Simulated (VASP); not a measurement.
Write the native input for VASP 6.6.1 that does the following.

| Property | Result |
| --- | --- |
| Task | single point |
| Functional | PBE |
| Potentials or basis | VASP PAW PBE potentials, release 64 (Dy_3, C), 4f in core |
| Cutoff | 600 eV |
| k mesh | 4 × 4 × 4 |
| Occupations | gaussian, width 0.2 eV |
| Spin | no spin polarisation |
| Dipole correction | no |
| Further INCAR settings | ALGO = Normal; EDIFF = 1e-06; NBANDS = 34 |

The structure of Dy5C lies in POSCAR:

```
Dy5C
1.0
    3.2980849033      1.9041502068      4.0002458285
   -3.2980849033      1.9041502068      4.0002458285
    0.0000000000     -3.8083004135      4.0002458285
Dy C
5 1
Direct
    0.0000000000      0.0000000000      0.5000000000
    0.5000000000      0.0000000000      0.0000000000
    0.0000000000      0.5000000000      0.0000000000
    0.3807134491      0.3807134491      0.3807134491
    0.6192865509      0.6192865509      0.6192865509
    0.0000000000      0.0000000000      0.0000000000
```

The cell was generated, and may not be a known phase.

One way to write it, as run:

INCAR

```
SYSTEM = Dy5C
PREC = Accurate
ENCUT = 600
EDIFF = 1E-6
ISMEAR = 0
SIGMA = 0.2
LREAL = .False.
LASPH = .True.
NELM = 200
ALGO = Normal
ISIF = 2
LWAVE = .False.
LCHARG = .False.
GGA = PE
NBANDS = 34
GGA_COMPAT = .False.
LMAXMIX = 6
```

KPOINTS

```
Automatic mesh
0
Gamma
  4 4 4
  0 0 0
```

Potentials or basis: VASP PAW PBE potentials, release 64 (Dy_3, C), 4f in core.

Run with:

```bash
$ cat potpaw_PBE.64/Dy_3/POTCAR potpaw_PBE.64/C/POTCAR > POTCAR
$ mpirun -np 1 vasp_std > vasp.out
```

Results of the run:

```
Pressure               : 0.8 GPa
Largest force          : 0.035 eV/Å
Band gap on the k mesh : zero (an odd number of electrons rules out a gap without spin polarisation)
```

Caveat: spin-orbit coupling is left out, which moves the levels of the heavy elements; the 4f electrons are frozen in the core, so they carry no moment and show no levels.

Run time: 45 s on 1 thread of Intel(R) Xeon(R) 6975P-C (Granite Rapids) (shared host), peak memory 0.35 GiB.
